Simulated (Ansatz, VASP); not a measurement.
AlN in VASP and in Ansatz

The input INCAR:

```
SYSTEM = AlN
  PREC = Accurate
  ENCUT = 520
  EDIFF = 1E-6
  ISMEAR = 0
  SIGMA = 0.05
  LREAL = .False.
  LASPH = .True.
  NELM = 60
  ALGO = Normal
  ISIF = 2
  LWAVE = .False.
  LCHARG = .False.
  GGA = PS
  NBANDS = 16
```

KPOINTS

```
regular mesh
0
Gamma
  9 9 6
  0 0 0
```

Contents of POSCAR:

```
AlN
1.0
    3.3610000000      0.0000000000      0.0000000000
   -1.6805000000      2.9107113821      0.0000000000
    0.0000000000      0.0000000000      4.0170000000
Al N
2 2
Direct
    0.3333333333      0.6666666667      0.7500000000
    0.6666666667      0.3333333333      0.2500000000
    0.3333333333      0.6666666667      0.2500000000
    0.6666666667      0.3333333333      0.7500000000
```

Input for Ansatz:

```yaml
crystal:
  lattice:
    - [3.361, 0.0, 0.0]
    - [-1.6805, 2.9107113821, 0.0]
    - [0.0, 0.0, 4.017]
  atoms:
    - { symbol: Al, position: [0.3333333333, 0.6666666667, 0.75] }
    - { symbol: Al, position: [0.6666666667, 0.3333333333, 0.25] }
    - { symbol: "N", position: [0.3333333333, 0.6666666667, 0.25] }
    - { symbol: "N", position: [0.6666666667, 0.3333333333, 0.75] }
basis:
  ecutwfc: 520.0
kpoints:
  mp_grid: { grid: [9, 9, 6] }
hamiltonian:
  xc: pbesol
scf:
  occupations: { method: gaussian, width: 0.05 }
output:
  forces: true
  stress: true
  eigenvalues: true
```

Alike in both runs: task single point; functional PBEsol; k mesh 9 × 9 × 6; occupations gaussian, width 0.05 eV; no spin polarisation.

|  | VASP | Ansatz |
| --- | --- | --- |
| version | VASP 6.6.1 | Ansatz 0.2.0 |
| potentials or method | VASP PAW PBE potentials, release 64 (Al, N), cutoff 520 eV | scalar-relativistic, plane waves, PAW |
| valence electrons in the cell | 16 | 16 |

Ansatz gave:

| Property | Result |
| --- | --- |
| gap on the k mesh at the Fermi level (eV) | 3.42 |
| least direct gap on the mesh (eV) | 3.42 |
| pressure (GPa) | -1.3 |
| traceless stress, the component that is largest in VASP (GPa) | 6.91 |

Problem. Estimate VASP's values.

Solution. gap on the k mesh at the Fermi level (eV): 3.43; least direct gap on the mesh (eV): 3.43; pressure (GPa): -1.4; traceless stress, the component that is largest in VASP (GPa): 6.94.

VASP's potentials were made for PBE, not for PBEsol. The functional is the same, so the differences come from potentials, cutoffs and numerics.
